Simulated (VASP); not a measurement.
# Sn4O7 (a cell with a defect) in VASP: a series of runs, part 3 of 3

VASP 6.6.1.

**5. Single point, LDA**

INCAR reads:

```
SYSTEM = Sn4O7
  PREC = Accurate
  ENCUT = 520
  EDIFF = 1E-6
  ISMEAR = 0
  SIGMA = 0.05
  LREAL = .FALSE.
  LASPH = .TRUE.
  NELM = 80
  ALGO = Normal
  ISIF = 2
  LWAVE = .FALSE.
  LCHARG = .TRUE.
  GGA = CA
  LELF = .TRUE.
  LVHAR = .TRUE.
  NELECT = 96.0
  NBANDS = 60
```

KPOINTS reads:

```
Automatic mesh
0
G
  6 4 6
  0 0 0
```

POSCAR reads:

```
Sn4O7
1.0
    3.9697699592     -3.9697699592      0.0000000000
    3.9697699592      3.9697699592      0.0000000000
   -1.9848849796      1.9848849796      5.0882634188
Sn O
4 7
Direct
    1.0000000000      0.2500000000      0.5000000000
    0.5000000000      0.7500000000      0.5000000000
    0.5000000000      0.5000000000      0.0000000000
    0.0000000000      0.0000000000      0.0000000000
    0.7970126936      0.0000000000      0.5940253873
    0.3428533626      0.3207962807      1.0441141637
    0.7029873064      0.7500000000      0.9059746127
    0.7029873064      0.5000000000      0.4059746127
    0.2029873064      0.0000000000      0.4059746127
    0.7970126936      0.2500000000      0.0940253873
    0.2970126936      0.7500000000      0.0940253873
```

Potentials or basis: VASP PAW LDA potentials, release 64 (Sn_d, O).

Launch:

```
$ cat potpaw_LDA.64/Sn_d/POTCAR potpaw_LDA.64/O/POTCAR > POTCAR
$ mpirun -np 1 vasp_std > vasp.out
```

OUTCAR:

```text
SYSTEM = Sn4O7
   PREC = Accurate
   ENCUT = 520
   EDIFF = 1E-6
   ISMEAR = 0
   LREAL = .FALSE.
   LASPH = .TRUE.
   NELM = 80
   ISIF = 2
   GGA = CA
   NELECT = 96.0

 ion  position               nearest neighbor table
   1  0.000  0.250  0.500-   8 2.04   5 2.04   9 2.04  10 2.07   6 2.83   3 3.23   3 3.23   4 3.23
                             4 3.23
   2  0.500  0.750  0.500-   5 2.04   9 2.04   8 2.04   7 2.07  11 2.07   4 3.23   4 3.23   3 3.23
                             3 3.23
   3  0.500  0.500  0.000-   6 1.44  10 2.04   7 2.04  11 2.04   8 2.07   1 3.23   1 3.23   2 3.23
                             2 3.23
   4  0.000  0.000  0.000-   7 2.04  11 2.04  10 2.04   5 2.07   9 2.07   6 2.56   2 3.23   2 3.23
                             1 3.23   1 3.23
   5  0.797  0.000  0.594-   2 2.04   1 2.04   4 2.07
   6  0.343  0.321  0.044-   3 1.44   4 2.56   1 2.83
   7  0.703  0.750  0.906-   4 2.04   3 2.04   2 2.07
   8  0.703  0.500  0.406-   1 2.04   2 2.04   3 2.07
   9  0.203  0.000  0.406-   2 2.04   1 2.04   4 2.07
  10  0.797  0.250  0.094-   3 2.04   4 2.04   1 2.07
  11  0.297  0.750  0.094-   4 2.04   3 2.04   2 2.07

  LATTYP: Found a base centered orthorhombic cell.
 ALAT       =     5.6141025158
 B/A-ratio  =     1.8126720716
 C/A-ratio  =     1.0000000000

  Lattice vectors:

 A1 = (  -1.9848849796,   1.9848849796,  -5.0882634188)
 A2 = (  -1.9848849796,   1.9848849796,   5.0882634188)
 A3 = (   3.9697699592,   3.9697699592,   0.0000000000)

Analysis of symmetry for initial positions (statically):
=====================================================================
 Subroutine PRICEL returns:
 Original cell was already a primitive cell.

 Routine SETGRP: Setting up the symmetry group for a
 base centered orthorhombic supercell.

 Subroutine GETGRP returns: Found  1 space group operations
 (whereof  1 operations were pure point group operations)
 out of a pool of  8 trial point group operations.

The static configuration has the point symmetry C_1 .

Analysis of symmetry for dynamics (positions and initial velocities):
[... 159 lines left out ...]
   LRPA    =     F    only Hartree local field effects (RPA)
 non-spin polarized calculation
 Gauss-broadening in eV      SIGMA  =   0.05
  energy-cutoff  :      520.00
  volume of cell :      160.37
 maximum number of plane-waves:      4352
 NGX is ok and might be reduce to    42
   NGX = 21   NGY = 21   NGZ = 21

 number of electron      95.9999999 magnetization

 Free energy of the ion-electron system (eV)
  ---------------------------------------------------
  ext. energy  EPLUGINS =         0.00000000
  ---------------------------------------------------
  free energy    TOTEN  =       -75.07677107 eV

  energy without entropy =      -75.07596135  energy(sigma->0) =      -75.07636621

 E-fermi :   3.9329     XC(G=0): -10.4658

 val. band max:        3.9197167811   @ k =   0.0000   0.0000   0.0000
 cond. band min:       4.0138827148   @ k =   0.1667   0.0000  -0.1667
 fundamental gap:      0.0941659337
 Fermi energy:         3.9329243933

 k-point     1 :       0.0000    0.0000    0.0000
  band No.  band energies     occupation
      1     -19.7549      2.00000
      2     -16.8407      2.00000
      3     -16.7179      2.00000
      4     -16.5217      2.00000
      5     -16.3767      2.00000
      6     -16.2621      2.00000
[... 1501 lines left out ...]
     59      13.7561      0.00000
     60      13.8512      0.00000

 [... further k-points ...]

------------------------ aborting loop because EDIFF is reached ----------------------------------------

  FORCE on cell =-STRESS in cart. coord.  units (eV):
  Direction    XX          YY          ZZ          XY          YZ          ZX
  --------------------------------------------------------------------------------------
  -------------------------------------------------------------------------------------
  Total       24.9997129    -20.9632976    -20.4690798      0.1860563     -0.0638831     -8.5853037
  in kB      249.7556602   -209.4304940   -204.4930905      1.8587661     -0.6382142    -85.7701125
  external PRESSURE =     -54.7226414 kB  Pullay stress =       0.0000000 kB

 VOLUME and BASIS-vectors are now :
 -----------------------------------------------------------------------------
  energy-cutoff  :      520.00
  volume of cell :      160.37
      direct lattice vectors                 reciprocal lattice vectors
     3.969769959 -3.969769959  0.000000000     0.125951883 -0.125951883  0.098265353
     3.969769959  3.969769959  0.000000000     0.125951883  0.125951883  0.000000000
    -1.984884980  1.984884980  5.088263419     0.000000000  0.000000000  0.196530706

 POSITION                                       TOTAL-FORCE (eV/Angst)
 -----------------------------------------------------------------------------------
      0.00000      1.98488      2.54413        -2.158226      0.190194     -1.273767
      3.96977      1.98488      2.54413         2.404227     -0.058677     -0.496178
      3.96977      0.00000      0.00000        34.837141     -0.092032     -4.325276
      0.00000      0.00000      0.00000         0.844898      0.071038      0.153650
      1.98488     -1.98488      3.02256         1.533321     -0.024204      1.172762
      2.54697     -0.00000      0.22446       -36.984417      0.000347      1.905804
      3.96977      1.98488      4.60984        -2.561094      0.031738     -1.240439
      3.96977     -0.00000      2.06571         0.788553     -0.281083      2.157800
      0.00000     -0.00000      2.06571        -0.052376      0.053336      0.995723
      3.96977     -1.98488      0.47843         0.882710     -1.785634      0.433998
      3.96977      1.98488      0.47843         0.465263      1.894977      0.515922
 -----------------------------------------------------------------------------------
    total drift:                               -0.000155     -0.000360     -0.000390

  FREE ENERGIE OF THE ION-ELECTRON SYSTEM (eV)
  ---------------------------------------------------
  free  energy   TOTEN  =       -75.0767710668 eV

  energy  without entropy=      -75.0759613529  energy(sigma->0) =      -75.07636621
```

OSZICAR:

```text
N       E                     dE             d eps       ncg     rms          rms(c)
DAV:   1     0.141923253196E+04    0.14192E+04   -0.44417E+04 10252   0.241E+03
DAV:   2     0.217728276487E+03   -0.12015E+04   -0.11394E+04  9632   0.730E+02
DAV:   3    -0.623308022716E+02   -0.28006E+03   -0.26688E+03  9988   0.269E+02
DAV:   4    -0.874637215615E+02   -0.25133E+02   -0.24661E+02 10760   0.888E+01
DAV:   5    -0.884096253785E+02   -0.94590E+00   -0.94199E+00 10544   0.175E+01    0.232E+01
DAV:   6    -0.752821727987E+02    0.13127E+02   -0.37854E+01 14776   0.837E+01    0.937E+00
DAV:   7    -0.753468049248E+02   -0.64632E-01   -0.65190E+00 10752   0.145E+01    0.519E+00
DAV:   8    -0.751390249135E+02    0.20778E+00   -0.65724E-01 12472   0.654E+00    0.215E+00
DAV:   9    -0.750811453230E+02    0.57880E-01   -0.14211E-01 13464   0.376E+00    0.548E-01
DAV:  10    -0.750770965131E+02    0.40488E-02   -0.32832E-02 13352   0.157E+00    0.275E-01
DAV:  11    -0.750768274879E+02    0.26903E-03   -0.57523E-03 11352   0.523E-01    0.171E-01
DAV:  12    -0.750767746612E+02    0.52827E-04   -0.15299E-03 11600   0.289E-01    0.740E-02
DAV:  13    -0.750767794314E+02   -0.47703E-05   -0.30072E-04 11192   0.152E-01    0.447E-02
DAV:  14    -0.750767693815E+02    0.10050E-04   -0.65547E-05 10480   0.607E-02    0.253E-02
DAV:  15    -0.750767708940E+02   -0.15126E-05   -0.16528E-05 10840   0.301E-02    0.642E-03
DAV:  16    -0.750767710668E+02   -0.17272E-06   -0.37883E-06  8552   0.128E-02
   1 F= -.75076771E+02 E0= -.75076366E+02  d E =-.809714E-03
```

stdout:

```text
POSCAR found type information on POSCAR SnO
 POSCAR found :  2 types and      11 ions
 scaLAPACK will be used
 LDA part: xc-table for (Slater(with rela. corr.)+CA(PZ))
 , standard interpolation
 POSCAR, INCAR and KPOINTS ok, starting setup
 FFT: planning ... GRIDC
 FFT: planning ... GRID_SOFT
 FFT: planning ... GRID
 WAVECAR not read
 entering main loop
 the old and the new charge density differ
 old charge density:    98.00000 new   96.00000
    0.232E+01
```

Run time: 25 min. Hardware: 1 thread of Intel Xeon 8259CL, shared host; peak memory 0.58 GiB.

What came out:

```
Free energy   : -75.0768 eV
Largest force : 37.033 eV/Å
```

Forces in eV/Å, atoms in the order of the input:
```
Sn   -2.158   0.190  -1.274
Sn    2.404  -0.059  -0.496
Sn   34.837  -0.092  -4.325
Sn    0.845   0.071   0.154
O     1.533  -0.024   1.173
O   -36.984   0.000   1.906
O    -2.561   0.032  -1.240
O     0.789  -0.281   2.158
O    -0.052   0.053   0.996
O     0.883  -1.786   0.434
O     0.465   1.895   0.516
```

Caveat: the cell carries a net charge on a neutralising background, which shifts energy and pressure; the cell differs from its parent crystal (atoms taken out, atom 6 moved 0.000 of the way to it and +0.900 Å across, host rigid); the cell is charged against a uniform background, so pressure and absolute levels hang on convention; spin-orbit coupling is left out, which moves the levels of the heavy elements.
